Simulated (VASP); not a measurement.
Wanted: the native input for a VASP 6.6.1 run.

- Task: single point
- Functional: r2SCAN
- Potentials or basis: VASP PAW PBE potentials, release 64 (Be, H)
- Cutoff: 520 eV
- k mesh: 8 × 8 × 8
- Occupations: gaussian, width 0.02 eV
- Spin: no spin polarisation
- Dipole correction: no
- Further INCAR settings: ALGO = Normal; EDIFF = 1e-06; NBANDS = 13

Crystal: BeH2.

```
Be H
1.0
    -2.01959    2.01959    3.03555
     2.01959   -2.01959    3.03555
     2.01959    2.01959   -3.03555
Be H
2 4
Cartesian
  0.0000 0.0000 0.0000
  0.0000 2.0196 1.5178
  -1.0098 1.3483 2.2767
  0.6713 1.0098 0.7589
  3.0294 0.6713 -0.7589
  1.3483 1.0098 3.7944
```

The input as run:

POSCAR

```
BeH2
1.0
   -2.0195860877      2.0195860877      3.0355495803
    2.0195860877     -2.0195860877      3.0355495803
    2.0195860877      2.0195860877     -3.0355495803
Be H
2 4
Direct
    0.0000000000      0.0000000000      0.0000000000
    0.7500000000      0.2500000000      0.5000000000
    0.7088135335      0.1250000000      0.0838135335
    0.3750000000      0.2911864665      0.4161864665
    0.0411864665      0.6250000000      0.9161864665
    0.8750000000      0.9588135335      0.5838135335
```

INCAR.step1

```
SYSTEM = BeH2
  ALGO = Normal
  EDIFF = 1E-4
  ENCUT = 520
  GGA = PE
  ISMEAR = 0
  LASPH = .True.
  LCHARG = .False.
  LREAL = .False.
  LWAVE = .True.
  NBANDS = 13
  NELM = 80
  PREC = Accurate
  SIGMA = 0.02
```

INCAR.step2

```
SYSTEM = BeH2
  ALGO = Normal
  EDIFF = 1E-6
  ENCUT = 520
  ISIF = 2
  ISMEAR = 0
  ISTART = 1
  LASPH = .True.
  LCHARG = .False.
  LMIXTAU = .True.
  LREAL = .False.
  LWAVE = .False.
  METAGGA = R2SCAN
  NBANDS = 13
  NELM = 80
  PREC = Accurate
  SIGMA = 0.02
```

KPOINTS

```
k-points
0
Gamma
  8 8 8
  0 0 0
```

Potentials or basis: VASP PAW PBE potentials, release 64 (Be, H).

The run is started by

```console
$ cat potpaw_PBE.64/Be/POTCAR potpaw_PBE.64/H/POTCAR > POTCAR
$ cp INCAR.step1 INCAR
$ mpirun -np 1 vasp_std > vasp.out
$ cp INCAR.step2 INCAR
$ mpirun -np 1 vasp_std > vasp.out
```

It gave:

```json
{"Pressure": "-0.7 GPa", "Largest force": "0.018 eV/Å", "Band gap on the k mesh": "5.18 eV (least direct gap 6.40 eV)"}
```

Caveat: the PAW data sets were made with another functional, which shifts forces and pressure a little.

It took 76 s on 1 thread of Intel(R) Xeon(R) Platinum 8259CL CPU @ 2.50GHz (Skylake/Cascade Lake), with other jobs on the host, peak memory 0.19 GiB.
